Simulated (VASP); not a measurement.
# Li2H (P1) in VASP: relaxation of cell and atoms with PBE

Aim: the relaxation of cell and atoms of Li2H with PBE.

Everything below comes from runs of VASP 6.6.1. Logs are shortened: lines on timing, memory, paths and dates and some standing lists are left out, and cuts for length are marked.

## Step 1: The cell of the first run

The typed cell holds 6 atoms: a = 2.736 Å, b = 4.853 Å, c = 5.225 Å, α = 90.46°, β = 88.43°, γ = 90.02°.

## Step 2: Relaxation of cell and atoms, PBE

File INCAR:

```
SYSTEM = Li2H
  PREC = Accurate
  ENCUT = 600
  EDIFF = 1E-6
  ISMEAR = 0
  SIGMA = 0.2
  LREAL = .False.
  LASPH = .True.
  NELM = 80
  ALGO = Normal
  ISIF = 3
  LWAVE = .False.
  LCHARG = .False.
  GGA = PE
  IBRION = 2
  NSW = 80
  EDIFFG = -0.025
```

File KPOINTS:

```
regular mesh
0
Gamma
  8 4 4
  0 0 0
```

File POSCAR:

```
Li2H
1.0
    2.7356615222     -0.0005103105      0.0378771879
   -0.0008838838      4.8532420112     -0.0196669020
    0.0705367191     -0.0211452514      5.2240354643
Li H
4 2
Direct
    0.5138452734      0.4947670848      0.7774370824
   -0.0549444612     -0.0089573392      0.7163101769
    0.4635498467      0.5332102674      0.2407905509
    0.0294756635      0.0105092489      0.2674818064
    0.0630300897      0.2993553391     -0.0118066828
    0.4850435879      0.8377820657      0.0097870663
```

Potentials or basis: VASP PAW PBE potentials, release 64 (Li_sv, H).

On the command line:

```bash
$ cat potpaw_PBE.64/Li_sv/POTCAR potpaw_PBE.64/H/POTCAR > POTCAR
$ mpirun -np 1 vasp_std > vasp.out
```

OUTCAR:

```text
SYSTEM = Li2H
   PREC = Accurate
   ENCUT = 600
   EDIFF = 1E-6
   ISMEAR = 0
   LREAL = .False.
   LASPH = .True.
   NELM = 80
   ISIF = 3
   GGA = PE
   IBRION = 2
   NSW = 80
   EDIFFG = -0.025

 ion  position               nearest neighbor table
   1  0.514  0.495  0.777-   3 2.43
   2  0.945  0.991  0.716-   4 2.35
   3  0.464  0.533  0.241-   1 2.43
   4  0.029  0.011  0.267-   2 2.35
   5  0.063  0.299  0.988-
   6  0.485  0.838  0.010-

  LATTYP: Found a triclinic cell.
 ALAT       =     5.9634673045
 B/A-ratio  =     0.4587807119
 C/A-ratio  =     0.8138355913
 COS(alpha) =     0.0004247255
 COS(beta)  =     0.0072926102
 COS(gamma) =     0.4827361499

  Lattice vectors:

 A1 = (  -2.8061982413,   0.0216555619,  -5.2619126522)
 A2 = (  -2.7356615222,   0.0005103105,  -0.0378771879)
 A3 = (  -0.0008838838,   4.8532420112,  -0.0196669020)

Analysis of symmetry for initial positions (statically):
=====================================================================
 Subroutine PRICEL returns:
 Original cell was already a primitive cell.

 Routine SETGRP: Setting up the symmetry group for a
 triclinic supercell.

 Subroutine GETGRP returns: Found  1 space group operations
 (whereof  1 operations were pure point group operations)
 out of a pool of  2 trial point group operations.

The static configuration has the point symmetry C_1 .

Analysis of symmetry for dynamics (positions and initial velocities):
=====================================================================
 Subroutine PRICEL returns:
 Original cell was already a primitive cell.

 Routine SETGRP: Setting up the symmetry group for a
 triclinic supercell.

 Subroutine GETGRP returns: Found  1 space group operations
 (whereof  1 operations were pure point group operations)
 out of a pool of  2 trial point group operations.

The dynamic configuration has the point symmetry C_1 .

 Subroutine INISYM returns: Found  1 space group operations
 (whereof  1 operations are pure point group operations),
 and found     1 'primitive' translations

----------------------------------------------------------------------------------------

                                     Primitive cell

  volume of cell :      69.3445

  direct lattice vectors                    reciprocal lattice vectors
     2.735661522 -0.000510310  0.037877188     0.365610655  0.000046582 -0.004936412
    -0.000883884  4.853242011 -0.019666902     0.000026894  0.206051216  0.000833667
[... 127 lines left out ...]
  energy-cutoff  :      600.00
  volume of cell :       69.34
 maximum number of plane-waves:      2336
 NGX is ok and might be reduce to    24
   NGX = 11   NGY = 19   NGZ = 21

--------------------------------------- Ionic step        1  -------------------------------------------

 number of electron      14.0000000 magnetization

 Free energy of the ion-electron system (eV)
  ---------------------------------------------------
  ext. energy  EPLUGINS =         0.00000000
  ---------------------------------------------------
  free energy    TOTEN  =       -15.18497659 eV

  energy without entropy =      -15.16980541  energy(sigma->0) =      -15.17739100

------------------------ aborting loop because EDIFF is reached ----------------------------------------

  FORCE on cell =-STRESS in cart. coord.  units (eV):
  Direction    XX          YY          ZZ          XY          YZ          ZX
  --------------------------------------------------------------------------------------
  -------------------------------------------------------------------------------------
  Total        0.7468678      0.1777428     -0.3001018     -0.0064023     -0.2779115     -0.3189322
  in kB       17.2560825      4.1066764     -6.9337318     -0.1479235     -6.4210344     -7.3688021
  external PRESSURE =       4.8096757 kB  Pullay stress =       0.0000000 kB
[... 101 lines left out ...]
  FREE ENERGIE OF THE ION-ELECTRON SYSTEM (eV)
  ---------------------------------------------------
  free  energy   TOTEN  =       -15.4387565219 eV

  energy  without entropy=      -15.4229445558  energy(sigma->0) =      -15.43085054

[... ionic steps 4 to 24 ...]

--------------------------------------- Ionic step       25  -------------------------------------------

 number of electron      14.0000007 magnetization

------------------------ aborting loop because EDIFF is reached ----------------------------------------
[... 75 lines left out ...]
--------------------------------------- Ionic step       27  -------------------------------------------

 number of electron      14.0000003 magnetization

 Free energy of the ion-electron system (eV)
  ---------------------------------------------------
  ext. energy  EPLUGINS =         0.00000000
  ---------------------------------------------------
  free energy    TOTEN  =       -15.56936023 eV

  energy without entropy =      -15.54697485  energy(sigma->0) =      -15.55816754

 E-fermi :   1.9413     XC(G=0):  -7.8566

 val. band max:        1.9084574671   @ k =  -0.2500   0.5000   0.2500
 cond. band min:       1.9426440461   @ k =   0.0000   0.2500   0.0000
 fundamental gap:      0.0341865790
 Fermi energy:         1.9413284506

 k-point     1 :       0.0000    0.0000    0.0000
  band No.  band energies     occupation
      1     -45.0001      2.00000
      2     -44.9636      2.00000
      3     -44.9615      2.00000
      4     -44.9377      2.00000
      5      -5.2761      2.00000
      6      -2.2703      2.00000
      7      -0.3275      2.00000
      8       2.8352      0.00000
      9       3.3177      0.00000
     10       3.7222      0.00000
     11       5.7137      0.00000
[... 309 lines left out ...]
 k-point    24 :      -0.3750   -0.0000    0.2500
  band No.  band energies     occupation
      1     -44.9712      2.00000
      2     -44.9575      2.00000
      3     -44.9439      2.00000
      4     -44.9332      2.00000
      5      -3.4299      2.00000
      6      -1.5972      2.00000
      7       1.3364      1.99998
      8       3.3385      0.00000
      9       4.7598      0.00000
     10       5.7433      0.00000
     11       5.9606      0.00000

 [... further k-points ...]

------------------------ aborting loop because EDIFF is reached ----------------------------------------

  FORCE on cell =-STRESS in cart. coord.  units (eV):
  Direction    XX          YY          ZZ          XY          YZ          ZX
  --------------------------------------------------------------------------------------
  -------------------------------------------------------------------------------------
  Total        0.0034543      0.0076925     -0.0267251      0.0002342      0.0182260      0.0064655
  in kB        0.0797254      0.1775444     -0.6168238      0.0054049      0.4206626      0.1492257
  external PRESSURE =      -0.1198514 kB  Pullay stress =       0.0000000 kB
[... 21 lines left out ...]
  FREE ENERGIE OF THE ION-ELECTRON SYSTEM (eV)
  ---------------------------------------------------
  free  energy   TOTEN  =       -15.5693602261 eV

  energy  without entropy=      -15.5469748470  energy(sigma->0) =      -15.55816754

 reached required accuracy - stopping structural energy minimisation
```

OSZICAR:

```text
N       E                     dE             d eps       ncg     rms          rms(c)
DAV:   1     0.446415807007E+02    0.44642E+02   -0.74168E+03  1496   0.141E+03
DAV:   2    -0.266245814110E+01   -0.47304E+02   -0.45937E+02  1627   0.248E+02
[... 206 lines left out ...]
       N       E                     dE             d eps       ncg     rms          rms(c)
DAV:   1    -0.155683112523E+02    0.29232E-03   -0.90370E-01  1496   0.112E+01    0.125E-01
DAV:   2    -0.155692980482E+02   -0.98680E-03   -0.96261E-03  1747   0.112E+00    0.772E-02
DAV:   3    -0.155693588079E+02   -0.60760E-04   -0.53093E-04  2446   0.227E-01    0.833E-03
DAV:   4    -0.155693604781E+02   -0.16702E-05   -0.18974E-05  1903   0.518E-02    0.430E-03
DAV:   5    -0.155693602261E+02    0.25202E-06   -0.16970E-06  1629   0.210E-02
  27 F= -.15569360E+02 E0= -.15558168E+02  d E =-.756225E-03
```

CONTCAR:

```text
Li2H
   1.00000000000000
     2.7929488287360531    0.0033562909077329   -0.0185417307729271
    -0.0048648569264468    4.8196579452677693   -0.6940944539890762
    -0.0331259087732388   -0.7324459731825311    5.2626062763846946
  Li              H
     4     2
Direct
     0.4932016895103178    0.4240566997814568    0.7533422021064414
     0.9844537770367645    0.9251974164988759    0.7577016420115052
     0.5075347105342979    0.5764320323583519    0.2426997319059341
     0.0149253108260157    0.0773852935671706    0.2465125055521111
     0.0005103135253179    0.3311041149934451    0.9984191219943439
     0.4993741985672862    0.8324911095007024    0.0013247965296658

  0.00000000E+00  0.00000000E+00  0.00000000E+00
  0.00000000E+00  0.00000000E+00  0.00000000E+00
  0.00000000E+00  0.00000000E+00  0.00000000E+00
  0.00000000E+00  0.00000000E+00  0.00000000E+00
  0.00000000E+00  0.00000000E+00  0.00000000E+00
  0.00000000E+00  0.00000000E+00  0.00000000E+00
```

It took 18 min on 1 thread of Oxide Virtual Turin-like, shared host; peak memory 0.19 GiB.

Results:

| Quantity | Value |
| --- | --- |
| Free energy | -15.5694 eV |
| Relaxed volume | 11.57 Å³/atom |
| Relaxed cell | a = 2.793 Å, b = 4.869 Å, c = 5.313 Å, α = 106.12°, β = 90.74°, γ = 89.93° |
| Space group after relaxing (to 0.1 Å) | Cm (No. 8) |
| Energy gained by relaxing | 64.1 meV/atom |
| Ionic steps | 27 |
| Pressure after relaxing | 0.0 GPa |
| Largest force after relaxing | 0.022 eV/Å |
| Band gap on the k mesh | zero (bands 7 and 8 overlap by 3.13 eV) |

Forces on the atoms (eV/Å):
```
Li  -0.005 -0.008  0.020
Li   0.018 -0.010 -0.006
Li   0.002  0.002  0.009
Li  -0.017  0.002 -0.009
H   -0.001  0.013 -0.001
H    0.003  0.001 -0.013
```

Step by step:
| step | energy change (eV) | largest force (eV/Å) | pressure (GPa) | volume (Å³) |
| --- | --- | --- | --- | --- |
| 1 | 0.0000 | 1.0395 | 0.48 | 69.34 |
| 2 | -0.1124 | 0.7466 | 0.30 | 69.69 |
| 3 | -0.2538 | 0.2703 | 0.14 | 70.68 |
| 4 | -0.2714 | 0.2152 | -0.03 | 70.90 |
| 5 | -0.2820 | 0.1369 | -0.26 | 71.22 |
| 6 | -0.2902 | 0.1049 | -0.19 | 70.90 |
| 7 | -0.3000 | 0.0943 | 0.03 | 70.10 |
| 8 | -0.3082 | 0.0709 | 0.09 | 69.87 |
| 9 | -0.3152 | 0.0993 | 0.25 | 69.39 |
| 10 | -0.3232 | 0.0911 | 0.13 | 69.77 |
| 11 | -0.3285 | 0.1380 | -0.01 | 70.32 |
| 12 | -0.3377 | 0.1049 | -0.16 | 70.62 |
| 13 | -0.3445 | 0.1115 | -0.42 | 71.15 |
| 14 | -0.3524 | 0.0988 | -0.20 | 70.47 |
| 15 | -0.3537 | 0.0915 | -0.08 | 70.10 |
| 16 | -0.3596 | 0.0854 | 0.02 | 69.73 |
| 17 | -0.3645 | 0.0836 | 0.20 | 69.15 |
| 18 | -0.3698 | 0.0722 | 0.11 | 69.33 |
| 19 | -0.3736 | 0.0917 | -0.01 | 69.63 |
| 20 | -0.3772 | 0.0607 | -0.11 | 69.77 |
| 21 | -0.3785 | 0.0656 | -0.20 | 69.91 |
| 22 | -0.3806 | 0.0488 | -0.06 | 69.53 |
| 23 | -0.3816 | 0.0465 | 0.15 | 69.01 |
| 24 | -0.3829 | 0.0388 | 0.07 | 69.19 |
| 25 | -0.3836 | 0.0325 | 0.00 | 69.37 |
| 26 | -0.3836 | 0.0307 | -0.02 | 69.43 |
| 27 | -0.3844 | 0.0219 | -0.01 | 69.42 |

Final structure:
```
CELL_PARAMETERS angstrom
2.79295 0.00336 -0.01854
-0.00486 4.81966 -0.69409
-0.03313 -0.73245 5.26261
ATOMIC_POSITIONS crystal
Li 0.49320 0.42406 0.75334
Li 0.98445 0.92520 0.75770
Li 0.50753 0.57643 0.24270
Li 0.01493 0.07739 0.24651
H 0.00051 0.33110 0.99842
H 0.49937 0.83249 0.00132
```

Caveat: the cutoff is under 1.25 times the usual one of these potentials, so pressure, stress and relaxed cells hold a basis-set (Pulay) error.

The gap in the log of VASP goes by the Fermi energy; the results here count the filled bands.